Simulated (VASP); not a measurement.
# GdN (Fm-3m) in VASP: further runs

The runs below take GdN through single point, with PBE+U.

Program: VASP 6.6.1. These are calculated values, not measurements. Logs are shortened: lines on timing, memory, paths and dates and some standing lists are left out, and cuts for length are marked.

## 1. The cell of the first run

The structure is cubic, space group Fm-3m (No. 225). Conventional cell: a = 4.909 Å, b = 4.909 Å, c = 4.909 Å, α = 90.00°, β = 90.00°, γ = 90.00°. Gd (site symmetry m-3m) has 6 N at 2.45 Å within 3.2 Å. Within 3.2 Å of N (site symmetry m-3m) lie 6 Gd at 2.45 Å.

## 2. Single point, PBE+U, collinear spin, ferromagnetic start (14.79 Å³/atom)

INCAR reads:

```
  ALGO = Normal
  EDIFF = 1E-7
  ENCUT = 520
  GGA = PE
  ISIF = 2
  ISMEAR = 0
  ISPIN = 2
  LASPH = True
  LCHARG = False
  LDAU = True
  LDAUJ = 0 0
  LDAUL = 3 -1
  LDAUPRINT = 1
  LDAUTYPE = 2
  LDAUU = 6 0
  LMAXMIX = 6
  LORBIT = 11
  LREAL = False
  LWAVE = False
  MAGMOM = 7.61 -0.16
  NBANDS = 22
  NELM = 150
  PREC = Accurate
  SIGMA = 0.05
```

KPOINTS reads:

```
k-points
0
Gamma
  10 10 10
```

POSCAR reads:

```
GdN
1.0
    0.0000000000      2.4543956554      2.4543956554
    2.4543956554      0.0000000000      2.4543956554
    2.4543956554      2.4543956554      0.0000000000
Gd N
1 1
Direct
    0.5000000000      0.5000000000      0.5000000000
    0.0000000000      0.0000000000      0.0000000000
```

Potentials or basis: VASP PAW PBE potentials, release 64 (Gd, N).

The run is started by

```
> cat potpaw_PBE.64/Gd/POTCAR potpaw_PBE.64/N/POTCAR > POTCAR
> mpirun -np 1 vasp_std > vasp.out
```

OUTCAR:

```text
EDIFF = 1E-7
   ENCUT = 520
   GGA = PE
   ISIF = 2
   ISMEAR = 0
   ISPIN = 2
   LASPH = True
   LORBIT = 11
   LREAL = False
   NELM = 150
   PREC = Accurate

 ion  position               nearest neighbor table
   1  0.500  0.500  0.500-   2 2.45   2 2.45   2 2.45   2 2.45   2 2.45   2 2.45
   2  0.000  0.000  0.000-   1 2.45   1 2.45   1 2.45   1 2.45   1 2.45   1 2.45

  LATTYP: Found a face centered cubic cell.
 ALAT       =     4.9087913108

  Lattice vectors:

 A1 = (   0.0000000000,   2.4543956554,   2.4543956554)
 A2 = (   2.4543956554,   0.0000000000,   2.4543956554)
 A3 = (   2.4543956554,   2.4543956554,   0.0000000000)

Analysis of symmetry for initial positions (statically):
=====================================================================
 Subroutine PRICEL returns:
 Original cell was already a primitive cell.

 Routine SETGRP: Setting up the symmetry group for a
 face centered cubic supercell.

 Subroutine GETGRP returns: Found 48 space group operations
 (whereof 48 operations were pure point group operations)
 out of a pool of 48 trial point group operations.

The static configuration has the point symmetry O_h .

Analysis of symmetry for dynamics (positions and initial velocities):
=====================================================================
 Subroutine PRICEL returns:
 Original cell was already a primitive cell.

 Routine SETGRP: Setting up the symmetry group for a
 face centered cubic supercell.

 Subroutine GETGRP returns: Found 48 space group operations
 (whereof 48 operations were pure point group operations)
 out of a pool of 48 trial point group operations.

The dynamic configuration has the point symmetry O_h .

Analysis of structural, dynamic, and magnetic symmetry:
=====================================================================
 Subroutine PRICEL returns:
 Original cell was already a primitive cell.

 Routine SETGRP: Setting up the symmetry group for a
 face centered cubic supercell.

 Subroutine GETGRP returns: Found 48 space group operations
 (whereof 48 operations were pure point group operations)
 out of a pool of 48 trial point group operations.

The overall configuration has the point symmetry O_h .

 Subroutine INISYM returns: Found 48 space group operations
 (whereof 48 operations are pure point group operations),
 and found     1 'primitive' translations

----------------------------------------------------------------------------------------

                                     Primitive cell

  volume of cell :      29.5708

  direct lattice vectors                    reciprocal lattice vectors
     0.000000000  2.454395655  2.454395655    -0.203716136  0.203716136  0.203716136
     2.454395655  0.000000000  2.454395655     0.203716136 -0.203716136  0.203716136
     2.454395655  2.454395655  0.000000000     0.203716136  0.203716136 -0.203716136

  length of vectors
     3.471039623  3.471039623  3.471039623     0.352846698  0.352846698  0.352846698

  position of ions in fractional coordinates (direct lattice)
     0.500000000  0.500000000  0.500000000
[... 114 lines left out ...]
 Gauss-broadening in eV      SIGMA  =   0.05
  energy-cutoff  :      520.00
  volume of cell :       29.57
 maximum number of plane-waves:       821
 NGX is ok and might be reduce to    28
   NGX = 13   NGY = 13   NGZ = 13

atom =   1  type =  1  l = 3

 onsite density matrix

spin component  1

  0.9917 -0.0000  0.0012 -0.0000  0.0000  0.0000 -0.0000
 -0.0000  0.9887  0.0000  0.0000 -0.0000  0.0000  0.0000
  0.0012  0.0000  0.9911  0.0000 -0.0000 -0.0000 -0.0000
 -0.0000  0.0000  0.0000  0.9927  0.0000  0.0000  0.0000
  0.0000 -0.0000 -0.0000  0.0000  0.9911  0.0000 -0.0012
  0.0000  0.0000 -0.0000  0.0000  0.0000  0.9902 -0.0000
 -0.0000  0.0000 -0.0000  0.0000 -0.0012 -0.0000  0.9917

spin component  2

  0.0084  0.0000  0.0037  0.0000 -0.0000 -0.0000 -0.0000
  0.0000  0.0004 -0.0000 -0.0000  0.0000 -0.0000  0.0000
  0.0037 -0.0000  0.0065  0.0000 -0.0000  0.0000 -0.0000
  0.0000 -0.0000  0.0000  0.0113  0.0000 -0.0000  0.0000
 -0.0000  0.0000 -0.0000  0.0000  0.0065 -0.0000 -0.0037
 -0.0000 -0.0000  0.0000 -0.0000 -0.0000  0.0037 -0.0000
 -0.0000  0.0000 -0.0000  0.0000 -0.0037 -0.0000  0.0084

 occupancies and eigenvectors

  o =  0.0004  v =  0.0000  0.0000  0.0000  0.0000  0.0000  0.0000  0.0000 -0.0000  1.0000  0.0000  0.0000  0.0000  0.0000 -0.0000      0.0000  0.0000  0.0000  0.0000  0.0000  0.0000  0.0000  0.0000  0.0000  0.0000  0.0000  0.0000  0.0000  0.0000
  o =  0.0037  v =  0.0000  0.0000  0.0000  0.0000  0.0000  0.0000  0.0000  0.0005  0.0000 -0.0007 -0.0000 -0.7906 -0.0001 -0.6124      0.0000  0.0000  0.0000  0.0000  0.0000  0.0000  0.0000  0.0000  0.0000  0.0000  0.0000  0.0000  0.0000  0.0000
  o =  0.0037  v =  0.0000  0.0000  0.0000  0.0000  0.0000  0.0000  0.0000  0.6124  0.0000 -0.7906  0.0000  0.0007  0.0002  0.0005      0.0000  0.0000  0.0000  0.0000  0.0000  0.0000  0.0000  0.0000  0.0000  0.0000  0.0000  0.0000  0.0000  0.0000
  o =  0.0037  v =  0.0000  0.0000  0.0000  0.0000  0.0000  0.0000  0.0000  0.0001 -0.0000 -0.0002 -0.0000  0.0000 -1.0000  0.0000      0.0000  0.0000  0.0000  0.0000  0.0000  0.0000  0.0000  0.0000  0.0000  0.0000  0.0000  0.0000  0.0000  0.0000
  o =  0.0113  v =  0.0000  0.0000  0.0000  0.0000  0.0000  0.0000  0.0000  0.0008  0.0000  0.0007 -0.0002 -0.6124  0.0000  0.7906      0.0000  0.0000  0.0000  0.0000  0.0000  0.0000  0.0000  0.0000  0.0000  0.0000  0.0000  0.0000  0.0000  0.0000
  o =  0.0113  v =  0.0000  0.0000  0.0000  0.0000  0.0000  0.0000  0.0000 -0.7906  0.0000 -0.6124  0.0002 -0.0007 -0.0000  0.0008      0.0000  0.0000  0.0000  0.0000  0.0000  0.0000  0.0000  0.0000  0.0000  0.0000  0.0000  0.0000  0.0000  0.0000
  o =  0.0113  v =  0.0000  0.0000  0.0000  0.0000  0.0000  0.0000  0.0000 -0.0001  0.0000 -0.0001 -1.0000  0.0001  0.0000 -0.0002      0.0000  0.0000  0.0000  0.0000  0.0000  0.0000  0.0000  0.0000  0.0000  0.0000  0.0000  0.0000  0.0000  0.0000
  o =  0.9887  v = -0.0000  1.0000  0.0000  0.0000 -0.0000  0.0000 -0.0000  0.0000  0.0000  0.0000  0.0000  0.0000  0.0000  0.0000      0.0000  0.0000  0.0000  0.0000  0.0000  0.0000  0.0000  0.0000  0.0000  0.0000  0.0000  0.0000  0.0000  0.0000
  o =  0.9902  v = -0.0009 -0.0000  0.0011 -0.0000  0.0077  1.0000  0.0060  0.0000  0.0000  0.0000  0.0000  0.0000  0.0000  0.0000      0.0000  0.0000  0.0000  0.0000  0.0000  0.0000  0.0000  0.0000  0.0000  0.0000  0.0000  0.0000  0.0000  0.0000
  o =  0.9902  v =  0.6124  0.0000 -0.7906  0.0000  0.0011  0.0014  0.0008  0.0000  0.0000  0.0000  0.0000  0.0000  0.0000  0.0000      0.0000  0.0000  0.0000  0.0000  0.0000  0.0000  0.0000  0.0000  0.0000  0.0000  0.0000  0.0000  0.0000  0.0000
  o =  0.9902  v =  0.0008 -0.0000 -0.0011 -0.0000 -0.7905  0.0098 -0.6123  0.0000  0.0000  0.0000  0.0000  0.0000  0.0000  0.0000      0.0000  0.0000  0.0000  0.0000  0.0000  0.0000  0.0000  0.0000  0.0000  0.0000  0.0000  0.0000  0.0000  0.0000
  o =  0.9927  v =  0.0020  0.0000  0.0016 -0.9998 -0.0112 -0.0000  0.0145  0.0000  0.0000  0.0000  0.0000  0.0000  0.0000  0.0000      0.0000  0.0000  0.0000  0.0000  0.0000  0.0000  0.0000  0.0000  0.0000  0.0000  0.0000  0.0000  0.0000  0.0000
  o =  0.9927  v =  0.7906 -0.0000  0.6124  0.0025 -0.0001  0.0000  0.0001  0.0000  0.0000  0.0000  0.0000  0.0000  0.0000  0.0000      0.0000  0.0000  0.0000  0.0000  0.0000  0.0000  0.0000  0.0000  0.0000  0.0000  0.0000  0.0000  0.0000  0.0000
  o =  0.9927  v =  0.0002  0.0000  0.0001 -0.0183  0.6123 -0.0000 -0.7904  0.0000  0.0000  0.0000  0.0000  0.0000  0.0000  0.0000      0.0000  0.0000  0.0000  0.0000  0.0000  0.0000  0.0000  0.0000  0.0000  0.0000  0.0000  0.0000  0.0000  0.0000

 number of electron      23.0000000 magnetization       6.9999989

 Free energy of the ion-electron system (eV)
  ---------------------------------------------------
  ext. energy  EPLUGINS =         0.00000000
  ---------------------------------------------------
  free energy    TOTEN  =       -22.75870838 eV

  energy without entropy =      -22.75853729  energy(sigma->0) =      -22.75862284

 E-fermi :   4.0534     XC(G=0): -11.8270

 val. band max:        4.0532355544   @ k =   0.1000   0.1000   0.0000
 cond. band min:       4.2986511998   @ k =   0.5000   0.5000   0.0000
 fundamental gap:      0.2454156453
 Fermi energy:         4.0533603452

 spin component 1

 k-point     1 :       0.0000    0.0000    0.0000
  band No.  band energies     occupation
      1     -39.4459      1.00000
      2     -16.3936      1.00000
      3     -16.3936      1.00000
      4     -16.3936      1.00000
      5      -8.9142      1.00000
      6      -2.0276      1.00000
[... 1193 lines left out ...]
     21      15.4497      0.00000
     22      19.1771      0.00000

 [... further k-points ...]

------------------------ aborting loop because EDIFF is reached ----------------------------------------

  FORCE on cell =-STRESS in cart. coord.  units (eV):
  Direction    XX          YY          ZZ          XY          YZ          ZX
  --------------------------------------------------------------------------------------
  -------------------------------------------------------------------------------------
  Total        1.8189472      1.8189472      1.8189472      0.0000000      0.0000000     -0.0000000
  in kB       98.5523417     98.5523417     98.5523417      0.0000000      0.0000000     -0.0000000
  external PRESSURE =      98.5523417 kB  Pullay stress =       0.0000000 kB

 VOLUME and BASIS-vectors are now :
 -----------------------------------------------------------------------------
  energy-cutoff  :      520.00
  volume of cell :       29.57
      direct lattice vectors                 reciprocal lattice vectors
     0.000000000  2.454395655  2.454395655    -0.203716136  0.203716136  0.203716136
     2.454395655  0.000000000  2.454395655     0.203716136 -0.203716136  0.203716136
     2.454395655  2.454395655  0.000000000     0.203716136  0.203716136 -0.203716136

 POSITION                                       TOTAL-FORCE (eV/Angst)
 -----------------------------------------------------------------------------------
      2.45440      2.45440      2.45440         0.000000      0.000000      0.000000
      0.00000      0.00000      0.00000        -0.000000     -0.000000     -0.000000
 -----------------------------------------------------------------------------------
    total drift:                                0.000000      0.000000      0.000000

  FREE ENERGIE OF THE ION-ELECTRON SYSTEM (eV)
  ---------------------------------------------------
  free  energy   TOTEN  =       -22.7587083836 eV

  energy  without entropy=      -22.7585372916  energy(sigma->0) =      -22.75862284

 total charge

# of ion       s       p       d       f       tot
--------------------------------------------------
    1        2.038   5.679   0.573   6.975  15.266
    2        1.252   2.413   0.000   0.000   3.665
--------------------------------------------------
tot          3.290   8.092   0.573   6.975  18.931

 magnetization (x)

# of ion       s       p       d       f       tot
--------------------------------------------------
    1       -0.006  -0.085   0.074   6.887   6.871
    2       -0.010  -0.108   0.000   0.000  -0.117
--------------------------------------------------
tot         -0.015  -0.193   0.074   6.887   6.753
```

Run time: 2.2 min. Hardware: 1 thread of Intel Xeon Platinum 8259CL at 2.50GHz (Skylake/Cascade Lake), shared host; peak memory 0.21 GiB.

What came out:

| Quantity | Value |
| --- | --- |
| Free energy | -22.7587 eV |
| Pressure | 9.9 GPa |
| Band gap on the k mesh | zero (filled and empty bands overlap) |
| Net moment | 7.00 μB per cell |
| Site moments | Gd +6.87; N -0.12 μB |
| Valence electrons inside the program's atomic spheres | Gd 15.27; N 3.67 |

Eigenvalues of the final occupation matrices:
```
    site  spin  trace                         eigenvalues
site 1 f     1   6.94  0.99 0.99 0.99 0.99 0.99 0.99 0.99
site 1 f     2   0.05  0.00 0.00 0.00 0.00 0.01 0.01 0.01
```

Caveat: the cell stands under pressure; spin-orbit coupling is left out, which moves the levels of the heavy elements; a cell with one magnetic atom can't hold antiferromagnetic order, which such compounds often take.

## 3. Single point, PBE+U, collinear spin, ferromagnetic start (15.02 Å³/atom)

This run uses another cell than the first one, of 15.02 Å³/atom.

INCAR reads:

```
SYSTEM = GdN
PREC     = Accurate       ! precision mode
ENCUT    = 520            ! plane-wave cutoff, eV
EDIFF    = 1E-6           ! SCF threshold, eV
ISMEAR   = 0              ! smearing method
SIGMA    = 0.05           ! smearing width, eV
LREAL    = .FALSE.        ! projectors in reciprocal space
LASPH    = .TRUE.         ! aspherical terms in the spheres
NELM     = 150            ! most SCF steps
ALGO     = Normal         ! electronic algorithm
ISIF     = 2              ! what is computed and relaxed
LWAVE    = .FALSE.        ! write WAVECAR
LCHARG   = .FALSE.        ! write CHGCAR
ISPIN    = 2              ! spin polarisation
MAGMOM   = 7.62 -0.16     ! initial moments
LORBIT   = 11             ! projections on sites
LMAXMIX  = 6              ! l up to which the mixer works
LDAU     = .TRUE.         ! DFT+U
LDAUTYPE = 2            
LDAUL    = 3 -1           ! shell
LDAUU    = 6 0            ! U, eV
LDAUJ    = 0 0          
LDAUPRINT= 1            
GGA      = PE             ! functional
NBANDS   = 22             ! bands
```

KPOINTS reads:

```
regular mesh
0
G
  10 10 10
  0 0 0
```

POSCAR reads:

```
GdN
1.0
    0.0000000000      2.4673137652      2.4673137652
    2.4673137652      0.0000000000      2.4673137652
    2.4673137652      2.4673137652      0.0000000000
Gd N
1 1
Direct
    0.5000000000      0.5000000000      0.5000000000
    0.0000000000      0.0000000000      0.0000000000
```

Potentials or basis: VASP PAW PBE potentials, release 64 (Gd, N).

The run is started by

```
> cat potpaw_PBE.64/Gd/POTCAR potpaw_PBE.64/N/POTCAR > POTCAR
> mpirun -np 1 vasp_std > vasp.out
```

OUTCAR:

```text
SYSTEM = GdN
   PREC = Accurate
   ENCUT = 520
   EDIFF = 1E-6
   ISMEAR = 0
   LREAL = .FALSE.
   LASPH = .TRUE.
   NELM = 150
   ISIF = 2
   ISPIN = 2
   LORBIT = 11
   GGA = PE

 ion  position               nearest neighbor table
   1  0.500  0.500  0.500-   2 2.47   2 2.47   2 2.47   2 2.47   2 2.47   2 2.47
   2  0.000  0.000  0.000-   1 2.47   1 2.47   1 2.47   1 2.47   1 2.47   1 2.47

  LATTYP: Found a face centered cubic cell.
 ALAT       =     4.9346275304
[... 1464 lines left out ...]
  external PRESSURE =      69.9013709 kB  Pullay stress =       0.0000000 kB

 VOLUME and BASIS-vectors are now :
 -----------------------------------------------------------------------------
  energy-cutoff  :      520.00
  volume of cell :       30.04
      direct lattice vectors                 reciprocal lattice vectors
     0.000000000  2.467313765  2.467313765    -0.202649540  0.202649540  0.202649540
     2.467313765  0.000000000  2.467313765     0.202649540 -0.202649540  0.202649540
     2.467313765  2.467313765  0.000000000     0.202649540  0.202649540 -0.202649540

 POSITION                                       TOTAL-FORCE (eV/Angst)
 -----------------------------------------------------------------------------------
      2.46731      2.46731      2.46731         0.000000     -0.000000     -0.000000
      0.00000      0.00000      0.00000        -0.000000      0.000000      0.000000
 -----------------------------------------------------------------------------------
    total drift:                                0.000000      0.000000      0.000000

  FREE ENERGIE OF THE ION-ELECTRON SYSTEM (eV)
  ---------------------------------------------------
  free  energy   TOTEN  =       -22.7837907151 eV

  energy  without entropy=      -22.7836209270  energy(sigma->0) =      -22.78370582

 total charge

# of ion       s       p       d       f       tot
--------------------------------------------------
    1        2.037   5.675   0.563   6.974  15.250
    2        1.251   2.405   0.000   0.000   3.656
--------------------------------------------------
tot          3.288   8.081   0.563   6.974  18.906

 magnetization (x)

# of ion       s       p       d       f       tot
--------------------------------------------------
    1       -0.006  -0.086   0.073   6.889   6.871
    2       -0.009  -0.107   0.000   0.000  -0.116
--------------------------------------------------
tot         -0.015  -0.193   0.073   6.889   6.755
```

stdout:

```text
POSCAR found type information on POSCAR GdN
 POSCAR found :  2 types and       2 ions
 scaLAPACK will be used
 LDA part: xc-table for (Slater+PW92), standard interpolation
 POSCAR, INCAR and KPOINTS ok, starting setup
 FFT: planning ... GRIDC
 FFT: planning ... GRID_SOFT
 FFT: planning ... GRID
 WAVECAR not read
 entering main loop
```

It took 2.5 min on 1 thread of Intel Xeon Platinum 8259CL at 2.50GHz (Skylake/Cascade Lake), shared host; peak memory 0.22 GiB.

What came out:

```
Free energy                                           : -22.7838 eV
Pressure                                              : 7.0 GPa
Band gap on the k mesh                                : zero (filled and empty bands overlap)
Net moment                                            : 7.00 μB per cell
Site moments                                          : Gd +6.87; N -0.12 μB
Valence electrons inside the program's atomic spheres : Gd 15.25; N 3.66
```

Eigenvalues of the final occupation matrices:
| site | spin | trace | eigenvalues |
| --- | --- | --- | --- |
| site 1 f | 1 | 6.94 | 0.99 0.99 0.99 0.99 0.99 0.99 0.99 |
| site 1 f | 2 | 0.04 | 0.00 0.00 0.00 0.00 0.01 0.01 0.01 |

Caveat: the cell stands under pressure; spin-orbit coupling is left out, which moves the levels of the heavy elements; a cell with one magnetic atom can't hold antiferromagnetic order, which such compounds often take. The state reached can hang on the start; a lower one may exist.

(Part 1 of 2 ends here.)
